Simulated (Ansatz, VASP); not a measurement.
# One calculation of SnSe2, two programs

The input INCAR:

```
SYSTEM = SnSe2
  PREC = Accurate
  ENCUT = 520
  EDIFF = 1E-6
  ISMEAR = 0
  SIGMA = 0.05
  LREAL = .FALSE.
  LASPH = .TRUE.
  NELM = 80
  ALGO = Normal
  ISIF = 2
  LWAVE = .FALSE.
  LCHARG = .FALSE.
  GGA = PE
  NBANDS = 20
```

Contents of KPOINTS:

```
regular mesh
0
G
  12 12 6
  0 0 0
```

The input POSCAR:

```
SnSe2
1.0
    3.8109987816      0.0000000000      0.0000000000
   -1.9054993908      3.3004217586      0.0000000000
    0.0000000000      0.0000000000      6.1370000000
Sn Se
1 2
Direct
    0.0000000000      0.0000000000      0.0000000000
    0.2455331159      0.6023924466      0.2500000000
    0.6666666667      0.3333333333      0.7500000000
```

Input for Ansatz:

```yaml
crystal:
  lattice:
    - [3.8109987816, 0.0, 0.0]
    - [-1.9054993908, 3.3004217586, 0.0]
    - [0.0, 0.0, 6.137]
  atoms:
    - { symbol: Sn, position: [0.0, 0.0, 0.0] }
    - { symbol: Se, position: [0.2455331159, 0.6023924466, 0.25] }
    - { symbol: Se, position: [0.6666666667, 0.3333333333, 0.75] }
basis:
  ecutwfc: 420
kpoints:
  mp_grid: { grid: [12, 12, 6] }
hamiltonian:
  xc: pbe
scf:
  occupations: { method: gaussian, width: 0.05 }
output:
  forces: true
  stress: true
  eigenvalues: true
```

Alike in both runs: task single point; functional PBE; k mesh 12 × 12 × 6; occupations gaussian, width 0.05 eV; no spin polarisation.

```csv
,VASP,Ansatz
version,VASP 6.6.1,Ansatz 0.2.0
potentials or method,"VASP PAW PBE potentials, release 64 (Sn_d, Se), cutoff 520 eV","scalar-relativistic, plane waves, PAW"
valence electrons in the cell,26,46
```

Ansatz gave:

```
gap on the k mesh at the Fermi level (eV)                     : 0.34
least direct gap on the mesh (eV)                             : 0.95
pressure (GPa)                                                : 6.3
traceless stress, the component that is largest in VASP (GPa) : 2.86
rms of the force components (eV/Å)                            : 0.658
```

**Question.** What did VASP give for the same quantities?

**Answer.** gap on the k mesh at the Fermi level (eV): 0.33; least direct gap on the mesh (eV): 0.94; pressure (GPa): 6.4; traceless stress, the component that is largest in VASP (GPa): 2.86; rms of the force components (eV/Å): 0.664.

Atom by atom the forces differ by 0.008 eV/Å (rms over components). VASP's potentials hold 26 valence electrons a cell and Ansatz's 46, so a difference there can come from the potentials and not from the codes.
